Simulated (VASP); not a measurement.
# GaN (I4/mmm) in VASP: further runs

The runs below take GaN through single point, with PBE, r2SCAN.

All numbers are computed with VASP 6.6.1; they aren't measurements. Logs are shortened: lines on timing, memory, paths and dates and some standing lists are left out, and cuts for length are marked.

**1. The cell of the first run**

Symmetry: I4/mmm, No. 139, tetragonal system. Conventional cell: a = 3.153 Å, b = 3.153 Å, c = 4.217 Å, α = 90.00°, β = 90.00°, γ = 90.00°. Ga (site symmetry 4/mmm) has 6 N at 2.11 to 2.23 Å within 2.8 Å. Within 2.8 Å of N (site symmetry 4/mmm) lie 6 Ga at 2.11 to 2.23 Å.

**2. Single point, PBE (biaxial xy strain +5.7%)**

File INCAR:

```
SYSTEM = GaN
ALGO = Normal ; EDIFF = 1E-6
ENCUT = 520 ; GGA = PE
ISIF = 2 ; ISMEAR = -1
LASPH = .True. ; LCHARG = .False.
LREAL = .False. ; LWAVE = .False.
NBANDS = 16 ; NELM = 100
PREC = Accurate ; SIGMA = 0.02
```

File KPOINTS:

```
k-points
0
Gamma
  10 10 10
  0 0 0
```

File POSCAR:

```
GaN
1.0
    0.0000000000      2.2293332996      2.1085153689
    2.2293332996      0.0000000000      2.1085153689
    2.2293332996      2.2293332996      0.0000000000
Ga N
1 1
Direct
    0.5000000000      0.5000000000      0.5000000000
    0.0000000000      0.0000000000      0.0000000000
```

Potentials or basis: VASP PAW PBE potentials, release 64 (Ga_d, N).

On the command line:

```sh
> cat potpaw_PBE.64/Ga_d/POTCAR potpaw_PBE.64/N/POTCAR > POTCAR
> mpirun -np 1 vasp_std > vasp.out
```

OUTCAR:

```text
SYSTEM = GaN
   EDIFF = 1E-6
   ENCUT = 520
   GGA = PE
   ISIF = 2
   ISMEAR = -1
   LASPH = .True.
   LREAL = .False.
   NELM = 100
   PREC = Accurate

 ion  position               nearest neighbor table
   1  0.500  0.500  0.500-   2 2.11   2 2.11   2 2.23   2 2.23   2 2.23   2 2.23
   2  0.000  0.000  0.000-   1 2.11   1 2.11   1 2.23   1 2.23   1 2.23   1 2.23

  LATTYP: Found a body centered tetragonal cell.
 ALAT       =     3.1527533873
 C/A-ratio  =     1.3375707579

  Lattice vectors:

 A1 = (   0.0000000000,  -2.2293332996,  -2.1085153689)
 A2 = (   0.0000000000,   2.2293332996,  -2.1085153689)
 A3 = (   2.2293332996,   0.0000000000,   2.1085153689)

Analysis of symmetry for initial positions (statically):
=====================================================================
 Subroutine PRICEL returns:
 Original cell was already a primitive cell.

 Routine SETGRP: Setting up the symmetry group for a
 body centered tetragonal supercell.

 Subroutine GETGRP returns: Found 16 space group operations
 (whereof 16 operations were pure point group operations)
 out of a pool of 16 trial point group operations.

The static configuration has the point symmetry D_4h.

Analysis of symmetry for dynamics (positions and initial velocities):
=====================================================================
 Subroutine PRICEL returns:
 Original cell was already a primitive cell.

 Routine SETGRP: Setting up the symmetry group for a
 body centered tetragonal supercell.

 Subroutine GETGRP returns: Found 16 space group operations
 (whereof 16 operations were pure point group operations)
 out of a pool of 16 trial point group operations.

The dynamic configuration has the point symmetry D_4h.

 Subroutine INISYM returns: Found 16 space group operations
 (whereof 16 operations are pure point group operations),
 and found     1 'primitive' translations

----------------------------------------------------------------------------------------

                                     Primitive cell

  volume of cell :      20.9583

  direct lattice vectors                    reciprocal lattice vectors
     0.000000000  2.229333300  2.108515369    -0.224282300  0.224282300  0.237133676
     2.229333300  0.000000000  2.108515369     0.224282300 -0.224282300  0.237133676
     2.229333300  2.229333300  0.000000000     0.224282300  0.224282300 -0.237133676

  length of vectors
     3.068511695  3.068511695  3.152753387     0.396027121  0.396027121  0.396027121

  position of ions in fractional coordinates (direct lattice)
     0.500000000  0.500000000  0.500000000
     0.000000000  0.000000000  0.000000000

  ion indices of the primitive-cell ions
   primitive index   ion index
                 1           1
                 2           2

----------------------------------------------------------------------------------------

 KPOINTS: k-points

Automatic generation of k-mesh.
 Grid dimensions read from file:
 generate k-points for:   10   10   10

 Generating k-lattice:

  Cartesian coordinates                     Fractional coordinates (reciprocal lattice)
    -0.022428230  0.022428230  0.023713368     0.100000000  0.000000000  0.000000000
     0.022428230 -0.022428230  0.023713368     0.000000000  0.100000000  0.000000000
     0.022428230  0.022428230 -0.023713368    -0.000000000 -0.000000000  0.100000000

  Length of vectors
     0.039602712  0.039602712  0.039602712

  Shift w.r.t. Gamma in fractional coordinates (k-lattice)
     0.000000000  0.000000000  0.000000000

 Subroutine IBZKPT returns following result:
 ===========================================

 Found    102 irreducible k-points:

 Following reciprocal coordinates:
            Coordinates               Weight
  0.000000  0.000000  0.000000      1.000000
  0.100000  0.000000  0.000000      8.000000
  0.200000  0.000000  0.000000      8.000000
  0.300000 -0.000000  0.000000      8.000000
  0.400000 -0.000000  0.000000      8.000000
  0.500000 -0.000000  0.000000      4.000000
[... 16 lines left out ...]
  0.300000  0.300000  0.000000      2.000000
  0.400000  0.300000  0.000000      8.000000
 [... further k-points ...]
   k-points           NKPTS =    102   k-points in BZ     NKDIM =    102   number of bands    NBANDS=     16
   number of dos      NEDOS =    301   number of ions     NIONS =      2
   total plane-waves  NPLWV =  13824
   dimension x,y,z NGX =    24 NGY =   24 NGZ =   24
   dimension x,y,z NGXF=    48 NGYF=   48 NGZF=   48
   ions per type =               1   1
   NGX,Y,Z   is equivalent  to a cutoff of  13.00, 13.00, 12.66 a.u.
   NGXF,Y,Z  is equivalent  to a cutoff of  26.01, 26.01, 25.31 a.u.
 SYSTEM =  GaN
   PREC   = accura    normal or accurate (medium, high low for compatibility)
   ISTART =      0    job   : 0-new  1-cont  2-samecut
   ICHARG =      2    charge: 1-file 2-atom 10-const
   ISPIN  =      1    spin polarized calculation?
   LNONCOLLINEAR =      F non collinear calculations
   LSORBIT =      F    spin-orbit coupling
   LASPH  =      T    aspherical Exc in radial PAW
   ENCUT  =  520.0 eV  38.22 Ry    6.18 a.u.   5.71  5.71  5.86*2*pi/ulx,y,z
   NELM   =    100;   NELMIN=  2; NELMDL= -5     # of ELM steps
   EDIFF  = 0.1E-05   stopping-criterion for ELM
   LREAL  =      F    real-space projection
   EDIFFG = 0.1E-04   stopping-criterion for IOM
   NSW    =      0    number of steps for IOM
   IBRION =     -1    ionic relax: 0-MD 1-quasi-New 2-CG
   NFREE  =      0    steps in history (QN), initial steepest desc. (CG)
   ISIF   =      2    stress and relaxation
   ISYM   =      2    0-nonsym 1-usesym 2-fastsym
   POTIM  = 0.5000    time-step for ionic-motion
   TEBEG  =    0.0;   TEEND  =   0.0 temperature during run
   PSTRESS=    0.0 pullay stress
   NELECT =      18.0000    total number of electrons
   NUPDOWN=      -1.0000    fix difference up-down
   EMIN   =  10.00;   EMAX   =-10.00  energy-range for DOS
   EFERMI =   0.00;   METHOD = LEGACY
   ISMEAR =    -1;   SIGMA  =   0.02  broadening in eV -4-tet -1-fermi 0-gaus
   EFERMI_NEDOS =   21; number of points for ismear=-14 and -15
   IALGO  =     38    algorithm
   IMIX   =      4    mixing-type and parameters
     AMIX     =   0.40;   BMIX     =  1.00
     AMIX_MAG =   1.60;   BMIX_MAG =  1.00
  volume/ion in A,a.u.               =      10.48        70.72
  Fermi-wavevector in a.u.,A,eV,Ry     =   1.556133  2.940665 32.947191  2.421550
  Thomas-Fermi vector in A             =   2.659973
   LORBIT       =      0    0 simple, 1 ext, 2 COOP (PROOUT), +10 PAW based schemes
   GGA     = PE    functional components
   LHFCALC =     F    Hartree Fock is set to
   AEXX    =    0.0000 exact exchange contribution
   IVDW    =     0    specifies the selected vdW correction
   LEPSILON=     F    determine dielectric tensor
   LRPA    =     F    only Hartree local field effects (RPA)
 non-spin polarized calculation
  energy-cutoff  :      520.00
  volume of cell :       20.96
 maximum number of plane-waves:       576
   NGX = 11   NGY = 11   NGZ = 11

 number of electron      17.9999999 magnetization

 Free energy of the ion-electron system (eV)
  ---------------------------------------------------
  ext. energy  EPLUGINS =         0.00000000
  ---------------------------------------------------
  free energy    TOTEN  =       -11.13470778 eV

  energy without entropy =      -11.13452505  energy(sigma->0) =      -11.13461642

 E-fermi :   6.6908     XC(G=0): -12.4909

 val. band max:        6.6381069185   @ k =  -0.2000  -0.0000   0.2000
 cond. band min:       6.8108442187   @ k =   0.5000   0.0000   0.5000
 fundamental gap:      0.1727373001
 Fermi energy:         6.6907518247

 k-point     1 :       0.0000    0.0000    0.0000
  band No.  band energies     occupation
      1      -9.6939      2.00000
      2      -7.3979      2.00000
      3      -7.3979      2.00000
      4      -7.3869      2.00000
      5      -7.3577      2.00000
      6      -7.2768      2.00000
[... 8 lines left out ...]
     15      21.1056      0.00000
     16      22.3899      0.00000

 k-point     2 :       0.1000    0.0000    0.0000
  band No.  band energies     occupation
      1      -9.5205      2.00000
      2      -7.3994      2.00000
      3      -7.3937      2.00000
      4      -7.3816      2.00000
      5      -7.3593      2.00000
      6      -7.2896      2.00000
[... 8 lines left out ...]
     15      21.5485      0.00000
     16      22.3282      0.00000

 k-point     3 :       0.2000    0.0000    0.0000
  band No.  band energies     occupation
      1      -9.0218      2.00000
      2      -7.4208      2.00000
      3      -7.4119      2.00000
      4      -7.3763      2.00000
      5      -7.3247      2.00000
      6      -7.3039      2.00000
[... 8 lines left out ...]
     15      22.8051      0.00000
     16      23.0250      0.00000

 k-point     4 :       0.3000   -0.0000    0.0000
  band No.  band energies     occupation
      1      -8.2829      2.00000
      2      -7.4650      2.00000
      3      -7.4411      2.00000
      4      -7.3850      2.00000
      5      -7.2798      2.00000
      6      -7.2707      2.00000
[... 8 lines left out ...]
     15      24.5880      0.00000
     16      24.5986      0.00000

 k-point     5 :       0.4000   -0.0000    0.0000
  band No.  band energies     occupation
      1      -7.6165      2.00000
      2      -7.5013      2.00000
      3      -7.4783      2.00000
      4      -7.2774      2.00000
      5      -7.2355      2.00000
      6      -7.2257      2.00000
[... 8 lines left out ...]
     15      26.7000      0.00000
     16      26.7500      0.00000

 k-point     6 :       0.5000   -0.0000    0.0000
  band No.  band energies     occupation
      1      -7.5153      2.00000
      2      -7.5120      2.00000
      3      -7.4924      2.00000
      4      -7.2417      2.00000
      5      -7.2083      2.00000
      6      -6.9766      2.00000
[... 8 lines left out ...]
     15      28.2653      0.00000
     16      28.4919      0.00000

 k-point     7 :       0.1000    0.1000    0.0000
  band No.  band energies     occupation
      1      -9.4285      2.00000
      2      -7.4008      2.00000
      3      -7.3815      2.00000
      4      -7.3815      2.00000
      5      -7.3477      2.00000
      6      -7.3356      2.00000
[... 8 lines left out ...]
     15      23.2398      0.00000
     16      23.2398      0.00000

 k-point     8 :       0.2000    0.1000    0.0000
  band No.  band energies     occupation
      1      -9.0186      2.00000
      2      -7.4166      2.00000
      3      -7.3934      2.00000
      4      -7.3865      2.00000
      5      -7.3458      2.00000
      6      -7.3177      2.00000
[... 8 lines left out ...]
     15      23.9535      0.00000
     16      24.4392      0.00000

 k-point     9 :       0.3000    0.1000    0.0000
  band No.  band energies     occupation
      1      -8.3833      2.00000
      2      -7.4432      2.00000
      3      -7.4224      2.00000
      4      -7.4118      2.00000
      5      -7.2757      2.00000
      6      -7.2644      2.00000
[... 8 lines left out ...]
     15      24.5390      0.00000
     16      25.8068      0.00000
[... 172 lines left out ...]
 k-point    19 :       0.5000    0.2000    0.0000
  band No.  band energies     occupation
      1      -8.1598      2.00000
      2      -7.4628      2.00000
      3      -7.4226      2.00000
      4      -7.3117      2.00000
      5      -7.2019      2.00000
      6      -5.8840      2.00000
[... 8 lines left out ...]
     15      27.4109      0.00000
     16      28.6351      0.00000

 k-point    20 :      -0.4000    0.2000    0.0000
  band No.  band energies     occupation
      1      -8.1472      2.00000
      2      -7.4510      2.00000
      3      -7.4443      2.00000
      4      -7.3238      2.00000
      5      -7.2230      2.00000
      6      -5.8195      2.00000
[... 8 lines left out ...]
     15      26.4873      0.00000
     16      26.5160      0.00000

 k-point    21 :      -0.3000    0.2000    0.0000
  band No.  band energies     occupation
      1      -8.2169      2.00000
      2      -7.4486      2.00000
      3      -7.4277      2.00000
      4      -7.3573      2.00000
      5      -7.2682      2.00000
      6      -6.3416      2.00000
[... 8 lines left out ...]
     15      25.0529      0.00000
     16      26.0000      0.00000

 k-point    22 :      -0.2000    0.2000    0.0000
  band No.  band energies     occupation
      1      -8.4449      2.00000
      2      -7.4404      2.00000
      3      -7.3991      2.00000
      4      -7.3983      2.00000
      5      -7.3133      2.00000
      6      -6.8708      2.00000
[... 8 lines left out ...]
     15      24.8859      0.00000
     16      26.0601      0.00000

 k-point    23 :       0.3000    0.3000    0.0000
  band No.  band energies     occupation
      1      -8.4702      2.00000
      2      -7.4836      2.00000
      3      -7.2896      2.00000
      4      -7.2637      2.00000
      5      -7.2637      2.00000
      6      -6.6008      2.00000
[... 8 lines left out ...]
     15      28.5472      0.00000
     16      31.2532      0.00000

 k-point    24 :       0.4000    0.3000    0.0000
  band No.  band energies     occupation
      1      -8.4733      2.00000
      2      -7.4958      2.00000
      3      -7.3063      2.00000
      4      -7.2440      2.00000
      5      -7.2137      2.00000
      6      -5.8662      2.00000
[... 8 lines left out ...]
     15      29.4980      0.00000
     16      31.4405      0.00000

 [... further k-points ...]

------------------------ aborting loop because EDIFF is reached ----------------------------------------

  FORCE on cell =-STRESS in cart. coord.  units (eV):
  Direction    XX          YY          ZZ          XY          YZ          ZX
  --------------------------------------------------------------------------------------
  -------------------------------------------------------------------------------------
  Total       -1.7405864     -1.7405864     -1.0647530      0.0000000     -0.0000000      0.0000000
  in kB     -133.0605734   -133.0605734    -81.3959290      0.0000000     -0.0000000      0.0000000
  external PRESSURE =    -115.8390252 kB  Pullay stress =       0.0000000 kB

 VOLUME and BASIS-vectors are now :
 -----------------------------------------------------------------------------
  energy-cutoff  :      520.00
  volume of cell :       20.96
      direct lattice vectors                 reciprocal lattice vectors
     0.000000000  2.229333300  2.108515369    -0.224282300  0.224282300  0.237133676
     2.229333300  0.000000000  2.108515369     0.224282300 -0.224282300  0.237133676
     2.229333300  2.229333300  0.000000000     0.224282300  0.224282300 -0.237133676

 POSITION                                       TOTAL-FORCE (eV/Angst)
 -----------------------------------------------------------------------------------
      2.22933      2.22933      2.10852         0.000000     -0.000000      0.000000
      0.00000      0.00000      0.00000        -0.000000      0.000000     -0.000000
 -----------------------------------------------------------------------------------
    total drift:                                0.000000     -0.000000      0.000000

  FREE ENERGIE OF THE ION-ELECTRON SYSTEM (eV)
  ---------------------------------------------------
  free  energy   TOTEN  =       -11.1347077843 eV

  energy  without entropy=      -11.1345250519  energy(sigma->0) =      -11.13461642
```

Wall time 23 s (1 thread of Intel Xeon Platinum 8559C (Emerald Rapids), shared host); peak memory 0.16 GiB.

Results:

```yaml
Free_energy: -11.1347 eV
Pressure: -11.6 GPa
Band_gap_on_the_k_mesh: zero (bands 9 and 10 overlap by 0.27 eV)
```

Stress tensor (GPa, compression positive):
```
-13.31   0.00   0.00
  0.00 -13.31   0.00
  0.00   0.00  -8.14
```

Caveat: the cell differs from its parent crystal (biaxial xy strain +5.7%); the cell stands under tension; semilocal functionals underestimate gaps, so a narrow gap can read as zero.

**3. Single point, r2SCAN (biaxial xy strain +5.7%)**

POSCAR is that of step 2.

File INCAR.step1:

```
SYSTEM = GaN
PREC = Accurate
ENCUT = 520
ISMEAR = -1
SIGMA = 0.02
LREAL = .False.
LASPH = .True.
NELM = 100
NBANDS = 16
GGA = PE
ALGO = Normal
EDIFF = 1E-4
LWAVE = .True.
LCHARG = .False.
```

File INCAR.step2:

```
SYSTEM = GaN
PREC = Accurate
ENCUT = 520
EDIFF = 1E-7
ISMEAR = -1
SIGMA = 0.02
LREAL = .False.
LASPH = .True.
NELM = 100
ALGO = Normal
ISIF = 2
LWAVE = .False.
LCHARG = .False.
METAGGA = R2SCAN
LMIXTAU = .True.
NBANDS = 16
ISTART = 1
```

File KPOINTS:

```
Automatic mesh
0
Gamma
  10 10 10
  0 0 0
```

Potentials or basis: VASP PAW PBE potentials, release 64 (Ga_d, N).

On the command line:

```sh
> cat potpaw_PBE.64/Ga_d/POTCAR potpaw_PBE.64/N/POTCAR > POTCAR
> cp INCAR.step1 INCAR
> mpirun -np 1 vasp_std > vasp.out
> cp INCAR.step2 INCAR
> mpirun -np 1 vasp_std > vasp.out
```

It took 89 s on 1 thread of Intel Xeon Platinum 8559C (Emerald Rapids), shared host; peak memory 0.16 GiB.

The run converged. Its results:

| Quantity | Value |
| --- | --- |
| Free energy | -20.8169 eV |
| Pressure | -19.6 GPa |
| Band gap on the k mesh | 0.19 eV (least direct gap 1.88 eV) |

Stress tensor (GPa, compression positive):
```
-21.05   0.00   0.00
  0.00 -21.05   0.00
  0.00   0.00 -16.56
```

Levels at points of the mesh, in eV from the valence-band top:
| k point | band 6 | band 7 | band 8 | band 9 | band 10 | band 11 | band 12 | band 13 |
| --- | --- | --- | --- | --- | --- | --- | --- | --- |
| (0.00, 0.00, 0.00) | -14.38 | -0.78 | -0.25 | -0.25 | 1.63 | 14.68 | 14.68 | 14.73 |
| (0.50, 0.00, 0.00) | -14.30 | -7.80 | -0.29 | -0.07 | 4.83 | 8.68 | 8.95 | 9.83 |
| (0.50, 0.50, 0.00) | -11.50 | -6.39 | -2.95 | -2.95 | 0.19 | 7.97 | 12.45 | 13.90 |
| (0.50, 0.00, 0.50) | -11.95 | -6.48 | -3.03 | -2.26 | 0.63 | 8.61 | 11.71 | 13.65 |

Caveat: the cell differs from its parent crystal (biaxial xy strain +5.7%); the cell stands under tension; the PAW data sets were made with another functional, which shifts forces and pressure a little.
